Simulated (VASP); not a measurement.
# SnGe2 (P4/mmm) in VASP: a series of runs

SnGe2 is run at these levels: PBE; tasks: single point.

All numbers are computed with VASP 6.6.1; they aren't measurements. Logs are shortened: lines on timing, memory, paths and dates and some standing lists are left out, and cuts for length are marked.

## Step 1: The cell of the first run

The structure is tetragonal, space group P4/mmm (No. 123). Conventional cell: a = 3.746 Å, b = 3.746 Å, c = 5.080 Å, α = 90.00°, β = 90.00°, γ = 90.00°. Sn (site symmetry 4/mmm) has 8 Ge at 3.16 Å and 4 Sn at 3.75 Å within 4.2 Å. Within 3.5 Å of Ge (site symmetry mmm) lie 4 Ge at 2.65 Å and 4 Sn at 3.16 Å.

The cell was generated, and may not be a known phase.

## Step 2: Single point, PBE

INCAR reads:

```
  PREC = Accurate
  ENCUT = 520
  EDIFF = 1E-6
  ISMEAR = 0
  SIGMA = 0.1
  LREAL = False
  LASPH = True
  NELM = 100
  ALGO = Normal
  ISIF = 2
  LWAVE = False
  LCHARG = True
  GGA = PE
  LELF = True
  LVHAR = True
  NBANDS = 28
```

KPOINTS reads:

```
regular mesh
0
Gamma
  4 4 4
```

POSCAR reads:

```
SnGe2
1.0
    3.7459931600      0.0000000000      0.0000000000
    0.0000000000      3.7459931600      0.0000000000
    0.0000000000      0.0000000000      5.0804677100
Sn Ge
1 2
Direct
    0.5000000000      0.5000000000      0.0000000000
    0.0000000000      0.5000000000      0.5000000000
    0.5000000000      0.0000000000      0.5000000000
```

Potentials or basis: VASP PAW PBE potentials, release 64 (Sn_d, Ge_d).

Started as:

```sh
> cat potpaw_PBE.64/Sn_d/POTCAR potpaw_PBE.64/Ge_d/POTCAR > POTCAR
> mpirun -np 1 vasp_std > vasp.out
```

OUTCAR:

```text
PREC = Accurate
   ENCUT = 520
   EDIFF = 1E-6
   ISMEAR = 0
   LREAL = False
   LASPH = True
   NELM = 100
   ISIF = 2
   GGA = PE

 ion  position               nearest neighbor table
   1  0.500  0.500  0.000-   2 3.16   3 3.16   2 3.16   3 3.16   3 3.16   3 3.16   2 3.16   2 3.16

   2  0.000  0.500  0.500-   3 2.65   3 2.65   3 2.65   3 2.65   1 3.16   1 3.16   1 3.16   1 3.16

   3  0.500  0.000  0.500-   2 2.65   2 2.65   2 2.65   2 2.65   1 3.16   1 3.16   1 3.16   1 3.16

  LATTYP: Found a simple tetragonal cell.
 ALAT       =     3.7459931600
 C/A-ratio  =     1.3562405197

  Lattice vectors:

 A1 = (   3.7459931600,   0.0000000000,   0.0000000000)
 A2 = (   0.0000000000,   3.7459931600,   0.0000000000)
 A3 = (   0.0000000000,   0.0000000000,   5.0804677100)

Analysis of symmetry for initial positions (statically):
=====================================================================
 Subroutine PRICEL returns:
 Original cell was already a primitive cell.

 Routine SETGRP: Setting up the symmetry group for a
 simple tetragonal supercell.

 Subroutine GETGRP returns: Found 16 space group operations
 (whereof 16 operations were pure point group operations)
 out of a pool of 16 trial point group operations.

The static configuration has the point symmetry D_4h.

Analysis of symmetry for dynamics (positions and initial velocities):
=====================================================================
 Subroutine PRICEL returns:
 Original cell was already a primitive cell.

 Routine SETGRP: Setting up the symmetry group for a
 simple tetragonal supercell.

 Subroutine GETGRP returns: Found 16 space group operations
 (whereof 16 operations were pure point group operations)
 out of a pool of 16 trial point group operations.

The dynamic configuration has the point symmetry D_4h.

 Subroutine INISYM returns: Found 16 space group operations
 (whereof 16 operations are pure point group operations),
 and found     1 'primitive' translations

----------------------------------------------------------------------------------------

                                     Primitive cell

  volume of cell :      71.2915

  direct lattice vectors                    reciprocal lattice vectors
     3.745993160  0.000000000  0.000000000     0.266951902  0.000000000  0.000000000
     0.000000000  3.745993160  0.000000000     0.000000000  0.266951902  0.000000000
     0.000000000  0.000000000  5.080467710     0.000000000  0.000000000  0.196832272

  length of vectors
     3.745993160  3.745993160  5.080467710     0.266951902  0.266951902  0.196832272

  position of ions in fractional coordinates (direct lattice)
     0.500000000  0.500000000  0.000000000
     0.000000000  0.500000000  0.500000000
     0.500000000  0.000000000  0.500000000

  ion indices of the primitive-cell ions
   primitive index   ion index
                 1           1
                 2           2
                 3           3

----------------------------------------------------------------------------------------

 KPOINTS: regular mesh

Automatic generation of k-mesh.
 Grid dimensions read from file:
 generate k-points for:    4    4    4

 Generating k-lattice:

  Cartesian coordinates                     Fractional coordinates (reciprocal lattice)
     0.066737976  0.000000000  0.000000000     0.250000000  0.000000000  0.000000000
     0.000000000  0.066737976  0.000000000     0.000000000  0.250000000  0.000000000
     0.000000000  0.000000000  0.049208068     0.000000000  0.000000000  0.250000000

  Length of vectors
     0.066737976  0.066737976  0.049208068

  Shift w.r.t. Gamma in fractional coordinates (k-lattice)
     0.000000000  0.000000000  0.000000000

 Subroutine IBZKPT returns following result:
 ===========================================

 Found     18 irreducible k-points:

 Following reciprocal coordinates:
            Coordinates               Weight
  0.000000  0.000000  0.000000      1.000000
  0.250000  0.000000  0.000000      4.000000
  0.500000  0.000000  0.000000      2.000000
  0.250000  0.250000  0.000000      4.000000
  0.500000  0.250000  0.000000      4.000000
  0.500000  0.500000  0.000000      1.000000
[... 10 lines left out ...]
  0.500000  0.250000  0.500000      4.000000
  0.500000  0.500000  0.500000      1.000000
   k-points           NKPTS =     18   k-points in BZ     NKDIM =     18   number of bands    NBANDS=     28
   number of dos      NEDOS =    301   number of ions     NIONS =      3
   total plane-waves  NPLWV =  31360
   dimension x,y,z NGX =    28 NGY =   28 NGZ =   40
   dimension x,y,z NGXF=    56 NGYF=   56 NGZF=   80
   ions per type =               1   2
   NGX,Y,Z   is equivalent  to a cutoff of  12.43, 12.43, 13.09 a.u.
   NGXF,Y,Z  is equivalent  to a cutoff of  24.85, 24.85, 26.18 a.u.
 SYSTEM =  unknown system
   PREC   = accura    normal or accurate (medium, high low for compatibility)
   ISTART =      0    job   : 0-new  1-cont  2-samecut
   ICHARG =      2    charge: 1-file 2-atom 10-const
   ISPIN  =      1    spin polarized calculation?
   LNONCOLLINEAR =      F non collinear calculations
   LSORBIT =      F    spin-orbit coupling
   LASPH  =      T    aspherical Exc in radial PAW
   ENCUT  =  520.0 eV  38.22 Ry    6.18 a.u.   6.97  6.97  9.45*2*pi/ulx,y,z
   NELM   =    100;   NELMIN=  2; NELMDL= -5     # of ELM steps
   EDIFF  = 0.1E-05   stopping-criterion for ELM
   LREAL  =      F    real-space projection
   EDIFFG = 0.1E-04   stopping-criterion for IOM
   NSW    =      0    number of steps for IOM
   IBRION =     -1    ionic relax: 0-MD 1-quasi-New 2-CG
   NFREE  =      0    steps in history (QN), initial steepest desc. (CG)
   ISIF   =      2    stress and relaxation
   ISYM   =      2    0-nonsym 1-usesym 2-fastsym
   POTIM  = 0.5000    time-step for ionic-motion
   TEBEG  =    0.0;   TEEND  =   0.0 temperature during run
   PSTRESS=    0.0 pullay stress
   NELECT =      42.0000    total number of electrons
   NUPDOWN=      -1.0000    fix difference up-down
   EMIN   =  10.00;   EMAX   =-10.00  energy-range for DOS
   EFERMI =   0.00;   METHOD = LEGACY
   ISMEAR =     0;   SIGMA  =   0.10  broadening in eV -4-tet -1-fermi 0-gaus
   EFERMI_NEDOS =   21; number of points for ismear=-14 and -15
   IALGO  =     38    algorithm
   IMIX   =      4    mixing-type and parameters
     AMIX     =   0.40;   BMIX     =  1.00
     AMIX_MAG =   1.60;   BMIX_MAG =  1.00
  volume/ion in A,a.u.               =      23.76       160.37
  Fermi-wavevector in a.u.,A,eV,Ry     =   1.372394  2.593448 25.626089  1.883464
  Thomas-Fermi vector in A             =   2.498005
   LORBIT       =      0    0 simple, 1 ext, 2 COOP (PROOUT), +10 PAW based schemes
   GGA     = PE    functional components
   LHFCALC =     F    Hartree Fock is set to
   AEXX    =    0.0000 exact exchange contribution
   IVDW    =     0    specifies the selected vdW correction
   LEPSILON=     F    determine dielectric tensor
   LRPA    =     F    only Hartree local field effects (RPA)
 non-spin polarized calculation
 Gauss-broadening in eV      SIGMA  =   0.10
  energy-cutoff  :      520.00
  volume of cell :       71.29
 maximum number of plane-waves:      1942
 NGX is ok and might be reduce to    28
   NGX = 13   NGY = 13   NGZ = 19

 number of electron      41.9999967 magnetization

 Free energy of the ion-electron system (eV)
  ---------------------------------------------------
  ext. energy  EPLUGINS =         0.00000000
  ---------------------------------------------------
  free energy    TOTEN  =       -11.94733563 eV

  energy without entropy =      -11.93139489  energy(sigma->0) =      -11.93936526

 E-fermi :   6.2879     XC(G=0): -10.2934

 val. band max:        6.2770338512   @ k =   0.2500   0.2500   0.0000
 cond. band min:       6.3069999905   @ k =   0.2500   0.0000   0.5000
 fundamental gap:      0.0299661393
 Fermi energy:         6.2878618849

 k-point     1 :       0.0000    0.0000    0.0000
  band No.  band energies     occupation
      1     -18.7571      2.00000
      2     -18.6597      2.00000
      3     -18.6200      2.00000
      4     -18.5818      2.00000
      5     -18.5818      2.00000
      6     -18.4953      2.00000
[... 20 lines left out ...]
     27      14.2056      0.00000
     28      14.2206      0.00000

 k-point     2 :       0.2500    0.0000    0.0000
  band No.  band energies     occupation
      1     -18.7053      2.00000
      2     -18.6282      2.00000
      3     -18.5957      2.00000
      4     -18.5718      2.00000
      5     -18.5701      2.00000
      6     -18.5086      2.00000
[... 20 lines left out ...]
     27      12.3353      0.00000
     28      12.4359      0.00000

 k-point     3 :       0.5000    0.0000    0.0000
  band No.  band energies     occupation
      1     -18.5750      2.00000
      2     -18.5748      2.00000
      3     -18.5645      2.00000
      4     -18.5538      2.00000
      5     -18.5531      2.00000
      6     -18.5498      2.00000
[... 20 lines left out ...]
     27      12.8291      0.00000
     28      16.3217      0.00000

 k-point     4 :       0.2500    0.2500    0.0000
  band No.  band energies     occupation
      1     -18.6940      2.00000
      2     -18.6023      2.00000
      3     -18.5902      2.00000
      4     -18.5553      2.00000
      5     -18.5488      2.00000
      6     -18.5423      2.00000
[... 20 lines left out ...]
     27      13.9372      0.00000
     28      14.9145      0.00000

 k-point     5 :       0.5000    0.2500    0.0000
  band No.  band energies     occupation
      1     -18.6370      2.00000
      2     -18.6363      2.00000
      3     -18.5900      2.00000
      4     -18.5655      2.00000
      5     -18.5497      2.00000
      6     -18.5487      2.00000
[... 20 lines left out ...]
     27      13.0546      0.00000
     28      13.1556      0.00000

 k-point     6 :       0.5000    0.5000    0.0000
  band No.  band energies     occupation
      1     -18.6676      2.00000
      2     -18.6676      2.00000
      3     -18.6063      2.00000
      4     -18.5811      2.00000
      5     -18.5442      2.00000
      6     -18.5442      2.00000
[... 277 lines left out ...]
      5     -18.5538      2.00000
      6     -18.5485      2.00000
[... 20 lines left out ...]
     27      10.7980      0.00000
     28      14.0220      0.00000

 k-point    16 :       0.2500    0.2500    0.5000
  band No.  band energies     occupation
      1     -18.6939      2.00000
      2     -18.6020      2.00000
      3     -18.5904      2.00000
      4     -18.5553      2.00000
      5     -18.5486      2.00000
      6     -18.5427      2.00000
[... 20 lines left out ...]
     27      12.4598      0.00000
     28      14.5419      0.00000

 k-point    17 :       0.5000    0.2500    0.5000
  band No.  band energies     occupation
      1     -18.6368      2.00000
      2     -18.6363      2.00000
      3     -18.5914      2.00000
      4     -18.5658      2.00000
      5     -18.5496      2.00000
      6     -18.5488      2.00000
[... 20 lines left out ...]
     27      13.4202      0.00000
     28      13.7711      0.00000

 k-point    18 :       0.5000    0.5000    0.5000
  band No.  band energies     occupation
      1     -18.6675      2.00000
      2     -18.6675      2.00000
      3     -18.6085      2.00000
      4     -18.5814      2.00000
      5     -18.5443      2.00000
      6     -18.5443      2.00000
[... 20 lines left out ...]
     27      15.2496      0.00000
     28      16.0698      0.00000

------------------------ aborting loop because EDIFF is reached ----------------------------------------

  FORCE on cell =-STRESS in cart. coord.  units (eV):
  Direction    XX          YY          ZZ          XY          YZ          ZX
  --------------------------------------------------------------------------------------
  -------------------------------------------------------------------------------------
  Total        0.6832942      0.6832942      0.3966641      0.0000000      0.0000000     -0.0000000
  in kB       15.3560912     15.3560912      8.9144763      0.0000000      0.0000000     -0.0000000
  external PRESSURE =      13.2088862 kB  Pullay stress =       0.0000000 kB

 VOLUME and BASIS-vectors are now :
 -----------------------------------------------------------------------------
  energy-cutoff  :      520.00
  volume of cell :       71.29
      direct lattice vectors                 reciprocal lattice vectors
     3.745993160  0.000000000  0.000000000     0.266951902  0.000000000  0.000000000
     0.000000000  3.745993160  0.000000000     0.000000000  0.266951902  0.000000000
     0.000000000  0.000000000  5.080467710     0.000000000  0.000000000  0.196832272

 POSITION                                       TOTAL-FORCE (eV/Angst)
 -----------------------------------------------------------------------------------
      1.87300      1.87300      0.00000         0.000000      0.000000      0.000000
      0.00000      1.87300      2.54023         0.000000      0.000000      0.000000
      1.87300      0.00000      2.54023         0.000000      0.000000      0.000000
 -----------------------------------------------------------------------------------
    total drift:                                0.000000      0.000000      0.000000

  FREE ENERGIE OF THE ION-ELECTRON SYSTEM (eV)
  ---------------------------------------------------
  free  energy   TOTEN  =       -11.9473356285 eV

  energy  without entropy=      -11.9313948856  energy(sigma->0) =      -11.93936526
```

It took 31 s on 1 thread of Intel Xeon Platinum 8559C (Emerald Rapids), shared host; peak memory 0.18 GiB.

Results:

```
Free energy            : -11.9473 eV
Pressure               : 1.3 GPa
Band gap on the k mesh : zero (bands 21 and 22 overlap by 4.16 eV)
```

Caveat: the k points lie up to 0.42 Å⁻¹ apart, too coarse for converged energies and pressures of a metal; spin-orbit coupling is left out, which moves the levels of the heavy elements.

## Step 3: Single point, PBE

This run uses another cell than the first one, of 24.57 Å³/atom.

INCAR reads:

```
PREC = Accurate
ENCUT = 520
EDIFF = 1E-6
ISMEAR = 0
SIGMA = 0.1
LREAL = False
LASPH = True
NELM = 80
ALGO = Normal
ISIF = 2
LWAVE = False
LCHARG = False
GGA = PE
NBANDS = 28
```

KPOINTS is that of step 2.

POSCAR reads:

```
SnGe2
1.0
    4.1350578784      0.0000000000      0.0000000000
    0.0000000000      4.1350578784      0.0000000000
    0.0000000000      0.0000000000      4.3109047332
Sn Ge
1 2
Direct
    0.5000000000      0.5000000000      0.0000000000
    0.0000000000      0.5000000000      0.5000000000
    0.5000000000      0.0000000000      0.5000000000
```

Potentials or basis: VASP PAW PBE potentials, release 64 (Sn_d, Ge_d).

Started as:

```sh
> cat potpaw_PBE.64/Sn_d/POTCAR potpaw_PBE.64/Ge_d/POTCAR > POTCAR
> mpirun -np 1 vasp_std > vasp.out
```

Run time: 23 s. Hardware: 1 thread of Intel Xeon Platinum 8559C (Emerald Rapids), shared host; peak memory 0.18 GiB.

It converged, with:

```
Free energy            : -12.2277 eV
Pressure               : 0.1 GPa
Band gap on the k mesh : zero (bands 21 and 22 overlap by 4.42 eV)
```

Levels at points of the mesh, in eV from the Fermi level:
| k point | band 17 | band 18 | band 19 | band 20 | band 21 | band 22 | band 23 | band 24 | band 25 | band 26 |
| --- | --- | --- | --- | --- | --- | --- | --- | --- | --- | --- |
| (0.00, 0.00, 0.00) | -4.72 | -3.88 | -3.06 | -2.63 | -2.63 | 2.68 | 3.15 | 4.28 | 4.28 | 6.33 |
| (0.50, 0.00, 0.00) | -8.94 | -3.37 | -1.61 | -1.18 | 0.39 | 0.79 | 1.07 | 1.42 | 1.53 | 6.15 |
| (0.50, 0.50, 0.00) | -8.17 | -8.01 | -3.75 | 0.47 | 0.79 | 0.90 | 0.90 | 1.92 | 1.92 | 6.63 |
| (0.00, 0.00, 0.50) | -8.38 | -4.40 | -1.45 | -1.45 | 1.13 | 1.31 | 1.31 | 1.94 | 2.98 | 5.88 |
| (0.50, 0.00, 0.50) | -8.19 | -7.33 | -3.87 | -0.01 | 0.48 | 1.13 | 1.93 | 1.98 | 2.74 | 6.83 |
| (0.50, 0.50, 0.50) | -7.38 | -6.12 | -5.55 | -3.34 | -3.29 | -3.29 | 2.53 | 7.48 | 8.32 | 8.68 |

Caveat: the k points lie up to 0.38 Å⁻¹ apart, too coarse for converged energies and pressures of a metal; spin-orbit coupling is left out, which moves the levels of the heavy elements.

The gap in the log of VASP goes by the Fermi energy; the results here count the filled bands.